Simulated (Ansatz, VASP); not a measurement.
## One calculation of MgC2, two programs

The input INCAR:

```
SYSTEM = MgC2
PREC = Accurate
ENCUT = 520
EDIFF = 1E-7
ISMEAR = -1
SIGMA = 0.05
LREAL = .FALSE.
LASPH = .TRUE.
NELM = 100
ALGO = Normal
ISIF = 2
LWAVE = .FALSE.
LCHARG = .FALSE.
GGA = PE
NBANDS = 19
```

File KPOINTS:

```
Automatic mesh
0
G
  7 7 6
  0 0 0
```

POSCAR

```
MgC2
1.0
    3.9507770000      0.0000000000      0.0000000000
    0.0000000000      3.9507770000      0.0000000000
    0.0000000000      0.0000000000      4.9870890000
Mg C
2 4
Direct
    0.0000000000      0.0000000000      0.5000000000
    0.5000000000      0.5000000000      0.0000000000
    0.3876550000      0.6123450000      0.5000000000
    0.1123450000      0.1123450000      0.0000000000
    0.6123450000      0.3876550000      0.5000000000
    0.8876550000      0.8876550000      0.0000000000
```

The input input.yaml:

```yaml
crystal:
  lattice:
    - [3.950777, 0.0, 0.0]
    - [0.0, 3.950777, 0.0]
    - [0.0, 0.0, 4.987089]
  atoms:
    - { symbol: Mg, position: [0.0, 0.0, 0.5] }
    - { symbol: Mg, position: [0.5, 0.5, 0.0] }
    - { symbol: C, position: [0.387655, 0.612345, 0.5] }
    - { symbol: C, position: [0.112345, 0.112345, 0.0] }
    - { symbol: C, position: [0.612345, 0.387655, 0.5] }
    - { symbol: C, position: [0.887655, 0.887655, 0.0] }
hamiltonian:
  xc: pbe
  pseudopotentials: { kind: paw }
kpoints:
  mp_grid: { grid: [7, 7, 6] }
scf:
  occupations: { method: fermi_dirac, width: 0.05 }
output:
  forces: true
  stress: true
  eigenvalues: true
  write_density: true
  write_potential: true
  elf: true
  volumetric_format: npy
```

Alike in both runs: task single point; functional PBE; k mesh 7 × 7 × 6; occupations fermi-dirac, width 0.05 eV; no spin polarisation.

|  | VASP | Ansatz |
| --- | --- | --- |
| version | VASP 6.6.1 | Ansatz 0.2.0 |
| potentials or method | VASP PAW PBE potentials, release 64 (Mg, C) | Ansatz PAW |
| plane-wave cutoff (eV) | 520 | 420 |
| valence electrons in the cell | 20 | 36 |

|  | VASP | Ansatz | Ansatz less VASP |
| --- | --- | --- | --- |
| gap on the k mesh at the Fermi level (eV) | 2.59 | 2.59 | +0.001 |
| least direct gap on the mesh (eV) | 2.96 | 2.95 | -0.005 |
| pressure (GPa) | -0.4 | -0.3 | +0.04 |
| traceless stress, the component that is largest in VASP (GPa) | 0.11 | 0.30 | +0.193 |
| rms of the force components (eV/Å) | 0.008 | 0.054 | +0.0459 |

Atom by atom the forces differ by 0.062 eV/Å (rms over components). With one functional, cell and mesh, what is left measures potentials, basis and numerics. VASP's potentials hold 20 valence electrons a cell and Ansatz's 36, so a difference there can come from the potentials and not from the codes.

Noted on Ansatz's run: odd divisions of the mesh miss points on the zone boundary, where band edges often lie, so the gap on the mesh can be too wide.
